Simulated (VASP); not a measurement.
# Re (Fm-3m) in VASP: further runs, part 2 of 2

VASP 6.6.1. Earlier steps stand in the parts before.

### 4 Single point, r2SCAN

POSCAR

```
Re
1.0
   -1.3840237454      1.3840237454      1.9573009285
    1.3840237454     -1.3840237454      1.9573009285
    1.3840237454      1.3840237454     -1.9573009285
Re
1
Direct
    0.0000000000      0.0000000000      0.0000000000
```

INCAR.step1

```
PREC = Accurate
ENCUT = 520
ISMEAR = 0
SIGMA = 0.1
LREAL = F
LASPH = T
NELM = 100
NBANDS = 10
GGA = PE
ALGO = Normal
EDIFF = 1E-4
LWAVE = T
LCHARG = F
```

INCAR.step2

```
PREC = Accurate
ENCUT = 520
EDIFF = 1E-7
ISMEAR = 0
SIGMA = 0.1
LREAL = F
LASPH = T
NELM = 100
ALGO = Normal
ISIF = 2
LWAVE = F
LCHARG = F
METAGGA = R2SCAN
LMIXTAU = T
NBANDS = 10
ISTART = 1
```

KPOINTS

```
Automatic mesh
0
Gamma
  28 28 28
```

Potentials or basis: VASP PAW PBE potentials, release 64 (Re).

Run with:

```console
cat potpaw_PBE.64/Re/POTCAR > POTCAR
cp INCAR.step1 INCAR
mpirun -np 1 vasp_std > vasp.out
cp INCAR.step2 INCAR
mpirun -np 1 vasp_std > vasp.out
```

OUTCAR:

```text
PREC = Accurate
   ENCUT = 520
   EDIFF = 1E-7
   ISMEAR = 0
   LREAL = F
   LASPH = T
   NELM = 100
   ISIF = 2
   METAGGA = R2SCAN
   ISTART = 1

 ion  position               nearest neighbor table
   1  0.000  0.000  0.000-

  LATTYP: Found a face centered cubic cell.
 ALAT       =     3.9146060799

  Lattice vectors:

 A1 = (   1.3840237454,  -1.3840237454,  -1.9573009285)
 A2 = (   1.3840237454,   1.3840237454,  -1.9573009285)
[... 490 lines left out ...]
      8      24.4494      0.00000
      9      31.0771      0.00000
     10      32.5869      0.00000

 [... further k-points ...]

------------------------ aborting loop because EDIFF is reached ----------------------------------------

  FORCE on cell =-STRESS in cart. coord.  units (eV):
  Direction    XX          YY          ZZ          XY          YZ          ZX
  --------------------------------------------------------------------------------------
  -------------------------------------------------------------------------------------
  Total       -0.6005976     -0.6005976     -0.6005951     -0.0000000      0.0000000     -0.0000000
  in kB      -64.1637196    -64.1637196    -64.1634427     -0.0000000      0.0000000     -0.0000000
  external PRESSURE =     -64.1636273 kB  Pullay stress =       0.0000000 kB

 VOLUME and BASIS-vectors are now :
 -----------------------------------------------------------------------------
  energy-cutoff  :      520.00
  volume of cell :       15.00
      direct lattice vectors                 reciprocal lattice vectors
    -1.384023745  1.384023745  1.957300929     0.000000000  0.361265478  0.255453820
     1.384023745 -1.384023745  1.957300929     0.361265478  0.000000000  0.255453820
     1.384023745  1.384023745 -1.957300929     0.361265478  0.361265478  0.000000000

 POSITION                                       TOTAL-FORCE (eV/Angst)
 -----------------------------------------------------------------------------------
      0.00000      0.00000      0.00000         0.000000      0.000000      0.000000
 -----------------------------------------------------------------------------------
    total drift:                                0.000000      0.000000     -0.000000

  FREE ENERGIE OF THE ION-ELECTRON SYSTEM (eV)
  ---------------------------------------------------
  free  energy   TOTEN  =       -52.3896625479 eV

  energy  without entropy=      -52.3856574163  energy(sigma->0) =      -52.38765998
```

OUTCAR.step1:

```text
PREC = Accurate
   ENCUT = 520
   ISMEAR = 0
   LREAL = F
   LASPH = T
[... 528 lines left out ...]

 POSITION                                       TOTAL-FORCE (eV/Angst)
 -----------------------------------------------------------------------------------
      0.00000      0.00000      0.00000         0.000000      0.000000     -0.000000
 -----------------------------------------------------------------------------------
    total drift:                                0.000000      0.000000     -0.000000

  FREE ENERGIE OF THE ION-ELECTRON SYSTEM (eV)
  ---------------------------------------------------
  free  energy   TOTEN  =       -12.3656246346 eV

  energy  without entropy=      -12.3613180594  energy(sigma->0) =      -12.36347135
```

OSZICAR.step1:

```text
N       E                     dE             d eps       ncg     rms          rms(c)
DAV:   1     0.552381785784E+01    0.55238E+01   -0.34618E+03 19702   0.773E+02
DAV:   2    -0.127169943332E+02   -0.18241E+02   -0.16886E+02 19292   0.165E+02
DAV:   3    -0.130764052296E+02   -0.35941E+00   -0.34981E+00 20642   0.370E+01
DAV:   4    -0.130780841151E+02   -0.16789E-02   -0.16779E-02 20240   0.123E+00
DAV:   5    -0.130780870209E+02   -0.29057E-05   -0.29040E-05 17158   0.272E-02    0.291E+01
DAV:   6    -0.125534804910E+02    0.52461E+00   -0.43535E-01 19674   0.177E+01    0.117E+01
DAV:   7    -0.123722315931E+02    0.18125E+00   -0.33045E-01 19816   0.147E+01    0.817E-01
DAV:   8    -0.123659063110E+02    0.63253E-02   -0.37992E-03 18840   0.592E-01    0.169E-01
DAV:   9    -0.123656153672E+02    0.29094E-03   -0.25164E-04 15670   0.138E-01    0.205E-02
DAV:  10    -0.123656246346E+02   -0.92674E-05   -0.14717E-05  7760   0.356E-02
   1 F= -.12365625E+02 E0= -.12363471E+02  d E =-.430658E-02
```

Wall time 3.1 min (1 thread of Intel Xeon 6975P-C (Granite Rapids), shared host); peak memory 0.23 GiB.

Results:

* Free energy: -52.3897 eV
* Pressure: -6.4 GPa
* Band gap on the k mesh: zero (an odd number of electrons rules out a gap without spin polarisation)

Levels at points of the mesh, in eV from the Fermi level:
```tsv
k point	band 1	band 2	band 3	band 4	band 5	band 6	band 7	band 8
(0.00, 0.00, 0.00)	-10.53	-1.99	-1.99	-1.99	1.32	1.32	14.47	20.47
(0.50, 0.00, 0.00)	-7.11	-2.15	-2.15	0.05	3.82	3.82	10.17	13.97
(0.50, 0.50, 0.00)	-6.97	-6.15	2.72	3.83	4.52	4.52	12.71	12.71
```

Caveat: the cell stands under tension; the PAW data sets were made with another functional, which shifts forces and pressure a little; spin-orbit coupling is left out, which moves the levels of the heavy elements.

### 5 Summary

| level | gap on the mesh (eV) | pressure (GPa) |
| --- | --- | --- |
| PBE | none | -0.5 |
| PBEsol | none | -10.1 |
| r2SCAN | none | -6.4 |

Alike in all rows: task single point; potentials or basis VASP PAW PBE potentials, release 64 (Re); no spin polarisation; cell as given; k mesh 28 × 28 × 28; cutoff (eV) 520; smearing gaussian 0.1 eV.

The pressure there spans -10.1 GPa (PBEsol) to -0.5 GPa (PBE); a positive pressure means that this level wants a larger cell, a negative one a smaller.

Caveats: spin-orbit coupling is left out, which moves the levels of the heavy elements; the cell stands under tension (at least some runs); the PAW data sets were made with another functional, which shifts forces and pressure a little (at least some runs).

Total energies depend on the potentials used, so only differences within one code and one set of settings carry meaning.
